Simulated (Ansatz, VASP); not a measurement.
# One calculation of Ba, two programs

Contents of INCAR:

```
AGGAC = 1.0
AGGAX = 1.0
ALDAC = 0.0
ALDAX = 1.0
ALGO = Normal
EDIFF = 1E-7
ENCUT = 520
GGA = B5
ISIF = 2
ISMEAR = -1
LASPH = True
LCHARG = True
LELF = True
LREAL = False
LVHAR = True
LWAVE = False
NBANDS = 17
NELM = 60
PREC = Accurate
SIGMA = 0.1
```

File KPOINTS:

```
k-points
0
Gamma
  6 6 6
```

File POSCAR:

```
Ba
1.0
    0.0000000000      5.2160888086      5.2160888086
    5.2160888086      0.0000000000      5.2160888086
    5.2160888086      5.2160888086      0.0000000000
Ba
2
Direct
    0.1250000000      0.1250000000      0.1250000000
    0.8750000000      0.8750000000      0.8750000000
```

Input for Ansatz:

```yaml
crystal:
  lattice:
    - [0.0, 5.2160888086, 5.2160888086]
    - [5.2160888086, 0.0, 5.2160888086]
    - [5.2160888086, 5.2160888086, 0.0]
  atoms:
    - { symbol: Ba, position: [0.125, 0.125, 0.125] }
    - { symbol: Ba, position: [0.875, 0.875, 0.875] }
hamiltonian:
  xc: blyp
  pseudopotentials:
    kind: paw
    azcp:
      Ba: "pseudopotentials/Ba.paw.azcp"
basis:
  ecutwfc: 420
  fft_grid_basis: typed
kpoints:
  mp_grid: { grid: [6, 6, 6], shift: [0, 0, 0] }
magnetization:
  spin_polarized: false
scf:
  occupations: { method: fermi_dirac, width: 0.1 }
  lower_state_search: "off"
output:
  stress: true
```

Alike in both runs: task single point; functional BLYP; k mesh 6 × 6 × 6; occupations fermi-dirac, width 0.1 eV; no spin polarisation.

|  | VASP | Ansatz |
| --- | --- | --- |
| version | VASP 6.6.1 | Ansatz 0.2.0 |
| potentials or method | VASP PAW PBE potentials, release 64 (Ba_sv), cutoff 520 eV | plane waves (420 eV) with PAW, scalar-relativistic |
| valence electrons in the cell | 20 | 20 |

```tsv
	VASP	Ansatz	Ansatz less VASP
pressure (GPa)	0.2	0.2	0.00
```

VASP's potentials were made for PBE, not for BLYP.

Spin-orbit coupling is off throughout.
